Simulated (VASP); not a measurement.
# BaCd3Se4 (I422) in VASP: single point with PBE

Aim: the single point of BaCd3Se4 with PBE.

Program: VASP 6.6.1. These are calculated values, not measurements. Logs are shortened: lines on timing, memory, paths and dates and some standing lists are left out, and cuts for length are marked.

## Step 1: The cell of the first run

It takes space group I422 (No. 97, tetragonal). The conventional cell has a = 7.650 Å, b = 7.650 Å, c = 7.197 Å, α = 90.00°, β = 90.00°, γ = 90.00°. Ba (site symmetry 422) has 8 Se at 3.32 Å and 6 Cd at 3.60 to 3.82 Å within 4.4 Å. Cd (site symmetry 222) has 4 Se at 2.71 Å and 2 Cd at 3.60 Å within 3.6 Å. Within 4.4 Å of Cd (site symmetry 422) lie 8 Se at 3.32 Å and 2 Ba at 3.60 Å and 4 Cd at 3.82 Å. Se (site symmetry 2) has 4 Cd at 2.71 to 3.32 Å and 2 Ba at 3.32 Å within 3.6 Å.

The cell was generated, and may not be a known phase.

## Step 2: Single point, PBE

File INCAR:

```
  PREC = Accurate
  ENCUT = 520
  EDIFF = 1E-7
  ISMEAR = 0
  SIGMA = 0.1
  LREAL = F
  LASPH = T
  NELM = 60
  ALGO = Normal
  ISIF = 2
  LWAVE = F
  LCHARG = T
  GGA = PE
  LELF = T
  LVHAR = T
  NBANDS = 45
```

File KPOINTS:

```
Automatic mesh
0
Gamma
  6 6 6
```

File POSCAR:

```
BaCd3Se4
1.0
   -3.8249177164      3.8249177164      3.5983749304
    3.8249177164     -3.8249177164      3.5983749304
    3.8249177164      3.8249177164     -3.5983749304
Ba Cd Se
1 3 4
Direct
    0.0000000000      0.0000000000      0.0000000000
    0.5000000000      0.0000000000      0.5000000000
    0.0000000000      0.5000000000      0.5000000000
    0.5000000000      0.5000000000      0.0000000000
    0.9375543326      0.4375543326      0.8751086653
    0.5624456674      0.0624456674      0.1248913347
    0.0624456674      0.9375543326      0.5000000000
    0.4375543326      0.5624456674      0.5000000000
```

Potentials or basis: VASP PAW PBE potentials, release 64 (Ba_sv, Cd, Se).

The run is started by

```sh
$ cat potpaw_PBE.64/Ba_sv/POTCAR potpaw_PBE.64/Cd/POTCAR potpaw_PBE.64/Se/POTCAR > POTCAR
$ mpirun -np 1 vasp_std > vasp.out
```

OUTCAR:

```text
PREC = Accurate
   ENCUT = 520
   EDIFF = 1E-7
   ISMEAR = 0
   LREAL = F
   LASPH = T
   NELM = 60
   ISIF = 2
   GGA = PE

 ion  position               nearest neighbor table
   1  0.000  0.000  0.000-   5 3.32   6 3.32   8 3.32   7 3.32   7 3.32   8 3.32   5 3.32   6 3.32
                             4 3.60   4 3.60   3 3.82   2 3.82   2 3.82   3 3.82
   2  0.500  0.000  0.500-   7 2.71   8 2.71   5 2.71   6 2.71   3 3.60   3 3.60   1 3.82   1 3.82

   3  0.000  0.500  0.500-   7 2.71   8 2.71   6 2.71   5 2.71   2 3.60   2 3.60   1 3.82   1 3.82

   4  0.500  0.500  0.000-   1 3.60   1 3.60
   5  0.938  0.438  0.875-   2 2.71   3 2.71   1 3.32   1 3.32
   6  0.562  0.062  0.125-   3 2.71   2 2.71   1 3.32   1 3.32
   7  0.062  0.938  0.500-   2 2.71   3 2.71   1 3.32   1 3.32
   8  0.438  0.562  0.500-   2 2.71   3 2.71   1 3.32   1 3.32

  LATTYP: Found a body centered tetragonal cell.
 ALAT       =     7.6498354328
 C/A-ratio  =     0.9407718537

  Lattice vectors:

 A1 = (  -3.8249177164,   3.8249177164,   3.5983749304)
 A2 = (   3.8249177164,  -3.8249177164,   3.5983749304)
 A3 = (   3.8249177164,   3.8249177164,  -3.5983749304)

Analysis of symmetry for initial positions (statically):
=====================================================================
 Subroutine PRICEL returns:
 Original cell was already a primitive cell.

 Routine SETGRP: Setting up the symmetry group for a
 body centered tetragonal supercell.

 Subroutine GETGRP returns: Found  8 space group operations
 (whereof  8 operations were pure point group operations)
 out of a pool of 16 trial point group operations.

The static configuration has the point symmetry D_4 .

Analysis of symmetry for dynamics (positions and initial velocities):
=====================================================================
 Subroutine PRICEL returns:
 Original cell was already a primitive cell.

 Routine SETGRP: Setting up the symmetry group for a
 body centered tetragonal supercell.

 Subroutine GETGRP returns: Found  8 space group operations
 (whereof  8 operations were pure point group operations)
 out of a pool of 16 trial point group operations.

The dynamic configuration has the point symmetry D_4 .

 Subroutine INISYM returns: Found  8 space group operations
 (whereof  8 operations are pure point group operations),
 and found     1 'primitive' translations

----------------------------------------------------------------------------------------

                                     Primitive cell

  volume of cell :     210.5768

  direct lattice vectors                    reciprocal lattice vectors
    -3.824917716  3.824917716  3.598374930     0.000000000  0.130721766  0.138951613
     3.824917716 -3.824917716  3.598374930     0.130721766  0.000000000  0.138951613
     3.824917716  3.824917716 -3.598374930     0.130721766  0.130721766  0.000000000

  length of vectors
     6.496790994  6.496790994  6.496790994     0.190776652  0.190776652  0.184868495

  position of ions in fractional coordinates (direct lattice)
     0.000000000  0.000000000  0.000000000
     0.500000000  0.000000000  0.500000000
     0.000000000  0.500000000  0.500000000
     0.500000000  0.500000000  0.000000000
     0.937554333  0.437554333  0.875108665
     0.562445667  0.062445667  0.124891335
     0.062445667  0.937554333  0.500000000
     0.437554333  0.562445667  0.500000000

  ion indices of the primitive-cell ions
   primitive index   ion index
                 1           1
                 2           2
                 3           3
                 4           4
                 5           5
                 6           6
                 7           7
                 8           8

----------------------------------------------------------------------------------------

 KPOINTS: Automatic mesh

Automatic generation of k-mesh.
 Grid dimensions read from file:
 generate k-points for:    6    6    6

 Generating k-lattice:

  Cartesian coordinates                     Fractional coordinates (reciprocal lattice)
     0.000000000  0.021786961  0.023158602     0.166666667  0.000000000  0.000000000
     0.021786961  0.000000000  0.023158602     0.000000000  0.166666667  0.000000000
     0.021786961  0.021786961  0.000000000     0.000000000  0.000000000  0.166666667

  Length of vectors
     0.031796109  0.031796109  0.030811416

  Shift w.r.t. Gamma in fractional coordinates (k-lattice)
     0.000000000  0.000000000  0.000000000

 Subroutine IBZKPT returns following result:
 ===========================================

 Found     30 irreducible k-points:

 Following reciprocal coordinates:
            Coordinates               Weight
  0.000000  0.000000  0.000000      1.000000
  0.166667  0.000000  0.000000      8.000000
  0.333333  0.000000  0.000000      8.000000
  0.500000  0.000000  0.000000      4.000000
  0.166667  0.166667  0.000000      8.000000
  0.333333  0.166667  0.000000     16.000000
[... 16 lines left out ...]
 -0.333333 -0.333333  0.166667      8.000000
 -0.166667 -0.333333  0.166667      8.000000
 [... further k-points ...]
   k-points           NKPTS =     30   k-points in BZ     NKDIM =     30   number of bands    NBANDS=     45
   number of dos      NEDOS =    301   number of ions     NIONS =      8
   total plane-waves  NPLWV = 110592
   dimension x,y,z NGX =    48 NGY =   48 NGZ =   48
   dimension x,y,z NGXF=    96 NGYF=   96 NGZF=   96
   ions per type =               1   3   4
   NGX,Y,Z   is equivalent  to a cutoff of  12.28, 12.28, 12.28 a.u.
   NGXF,Y,Z  is equivalent  to a cutoff of  24.57, 24.57, 24.57 a.u.
 SYSTEM =  unknown system
   PREC   = accura    normal or accurate (medium, high low for compatibility)
   ISTART =      0    job   : 0-new  1-cont  2-samecut
   ICHARG =      2    charge: 1-file 2-atom 10-const
   ISPIN  =      1    spin polarized calculation?
   LNONCOLLINEAR =      F non collinear calculations
   LSORBIT =      F    spin-orbit coupling
   LASPH  =      T    aspherical Exc in radial PAW
   ENCUT  =  520.0 eV  38.22 Ry    6.18 a.u.  12.08 12.08 12.08*2*pi/ulx,y,z
   NELM   =     60;   NELMIN=  2; NELMDL= -5     # of ELM steps
   EDIFF  = 0.1E-06   stopping-criterion for ELM
   LREAL  =      F    real-space projection
   EDIFFG = 0.1E-05   stopping-criterion for IOM
   NSW    =      0    number of steps for IOM
   IBRION =     -1    ionic relax: 0-MD 1-quasi-New 2-CG
   NFREE  =      0    steps in history (QN), initial steepest desc. (CG)
   ISIF   =      2    stress and relaxation
   ISYM   =      2    0-nonsym 1-usesym 2-fastsym
   POTIM  = 0.5000    time-step for ionic-motion
   TEBEG  =    0.0;   TEEND  =   0.0 temperature during run
   PSTRESS=    0.0 pullay stress
   NELECT =      70.0000    total number of electrons
   NUPDOWN=      -1.0000    fix difference up-down
   EMIN   =  10.00;   EMAX   =-10.00  energy-range for DOS
   EFERMI =   0.00;   METHOD = LEGACY
   ISMEAR =     0;   SIGMA  =   0.10  broadening in eV -4-tet -1-fermi 0-gaus
   EFERMI_NEDOS =   21; number of points for ismear=-14 and -15
   IALGO  =     38    algorithm
   IMIX   =      4    mixing-type and parameters
     AMIX     =   0.40;   BMIX     =  1.00
     AMIX_MAG =   1.60;   BMIX_MAG =  1.00
  volume/ion in A,a.u.               =      26.32       177.63
  Fermi-wavevector in a.u.,A,eV,Ry     =   1.134063  2.143069 17.498448  1.286100
  Thomas-Fermi vector in A             =   2.270767
   LORBIT       =      0    0 simple, 1 ext, 2 COOP (PROOUT), +10 PAW based schemes
   GGA     = PE    functional components
   LHFCALC =     F    Hartree Fock is set to
   AEXX    =    0.0000 exact exchange contribution
   IVDW    =     0    specifies the selected vdW correction
   LEPSILON=     F    determine dielectric tensor
   LRPA    =     F    only Hartree local field effects (RPA)
 non-spin polarized calculation
 Gauss-broadening in eV      SIGMA  =   0.10
  energy-cutoff  :      520.00
  volume of cell :      210.58
 maximum number of plane-waves:      5698
   NGX = 25   NGY = 25   NGZ = 25

 number of electron      69.9999994 magnetization

 Free energy of the ion-electron system (eV)
  ---------------------------------------------------
  ext. energy  EPLUGINS =         0.00000000
  ---------------------------------------------------
  free energy    TOTEN  =       -24.15739329 eV

  energy without entropy =      -24.15404942  energy(sigma->0) =      -24.15572135

 E-fermi :   2.0254     XC(G=0):  -9.6516

 val. band max:        2.0073009145   @ k =  -0.1667   0.1667   0.0000
 cond. band min:       2.1730353795   @ k =   0.1667   0.0000   0.0000
 fundamental gap:      0.1657344650
 Fermi energy:         2.0254047637

 k-point     1 :       0.0000    0.0000    0.0000
  band No.  band energies     occupation
      1     -24.6079      2.00000
      2     -10.3275      2.00000
      3     -10.0505      2.00000
      4     -10.0505      2.00000
      5     -10.0126      2.00000
      6      -9.6621      2.00000
[... 37 lines left out ...]
     44       7.8995      0.00000
     45       8.3548      0.00000

 k-point     2 :       0.1667    0.0000    0.0000
  band No.  band energies     occupation
      1     -24.6077      2.00000
      2     -10.4599      2.00000
      3     -10.1756      2.00000
      4     -10.0267      2.00000
      5      -9.9255      2.00000
      6      -9.6037      2.00000
[... 37 lines left out ...]
     44       7.7303      0.00000
     45       8.0838      0.00000

 k-point     3 :       0.3333    0.0000    0.0000
  band No.  band energies     occupation
      1     -24.6072      2.00000
      2     -10.6152      2.00000
      3     -10.3031      2.00000
      4     -10.0334      2.00000
      5      -9.9130      2.00000
      6      -9.6137      2.00000
[... 997 lines left out ...]
     44       7.4942      0.00000
     45       7.8682      0.00000

 k-point    24 :      -0.1667   -0.3333    0.1667
  band No.  band energies     occupation
      1     -24.6070      2.00000
      2     -10.5965      2.00000
      3     -10.4212      2.00000
      4     -10.2311      2.00000
      5      -9.6299      2.00000
      6      -9.5858      2.00000
[... 37 lines left out ...]
     44       7.8038      0.00000
     45       8.1748      0.00000

 [... further k-points ...]
[... 5 lines left out ...]
  --------------------------------------------------------------------------------------
  -------------------------------------------------------------------------------------
  Total        0.5781081      0.5781081      0.5954909      0.0000000     -0.0000000      0.0000000
  in kB        4.3985452      4.3985452      4.5308022      0.0000000     -0.0000000      0.0000000
  external PRESSURE =       4.4426308 kB  Pullay stress =       0.0000000 kB

 VOLUME and BASIS-vectors are now :
 -----------------------------------------------------------------------------
  energy-cutoff  :      520.00
  volume of cell :      210.58
      direct lattice vectors                 reciprocal lattice vectors
    -3.824917716  3.824917716  3.598374930     0.000000000  0.130721766  0.138951613
     3.824917716 -3.824917716  3.598374930     0.130721766  0.000000000  0.138951613
     3.824917716  3.824917716 -3.598374930     0.130721766  0.130721766  0.000000000

 POSITION                                       TOTAL-FORCE (eV/Angst)
 -----------------------------------------------------------------------------------
      0.00000      0.00000      0.00000         0.000000      0.000000      0.000000
      0.00000      3.82492      0.00000        -0.000000      0.000000      0.000000
      3.82492      0.00000      0.00000        -0.000000      0.000000      0.000000
      0.00000      0.00000      3.59837        -0.000000      0.000000      0.000000
      1.43476      5.25968      1.79919         0.013272      0.013272     -0.000000
     -1.43476      2.39016      1.79919        -0.013272     -0.013272      0.000000
      5.25968     -1.43476      1.79919         0.013272     -0.013272     -0.000000
      2.39016      1.43476      1.79919        -0.013272      0.013272     -0.000000
 -----------------------------------------------------------------------------------
    total drift:                                0.000000     -0.000000      0.000000

  FREE ENERGIE OF THE ION-ELECTRON SYSTEM (eV)
  ---------------------------------------------------
  free  energy   TOTEN  =       -24.1573932881 eV

  energy  without entropy=      -24.1540494179  energy(sigma->0) =      -24.15572135
```

Wall time 2.2 min (1 thread of Intel Xeon 6975P-C (Granite Rapids), shared host); peak memory 0.47 GiB.

What came out:

| Property | Result |
| --- | --- |
| Free energy | -24.1574 eV |
| Pressure | 0.4 GPa |
| Largest force | 0.019 eV/Å |
| Band gap on the k mesh | zero (bands 35 and 36 overlap by 0.06 eV) |

Forces on the atoms (eV/Å):
```
Ba   0.000  0.000  0.000
Cd   0.000  0.000  0.000
Cd   0.000  0.000  0.000
Cd   0.000  0.000  0.000
Se   0.013  0.013  0.000
Se  -0.013 -0.013  0.000
Se   0.013 -0.013  0.000
Se  -0.013  0.013  0.000
```

Caveat: semilocal functionals underestimate gaps, and a narrow one can read as zero; spin-orbit coupling is left out, which moves the levels of the heavy elements.

The gap in the log of VASP goes by the Fermi energy; the results here count the filled bands.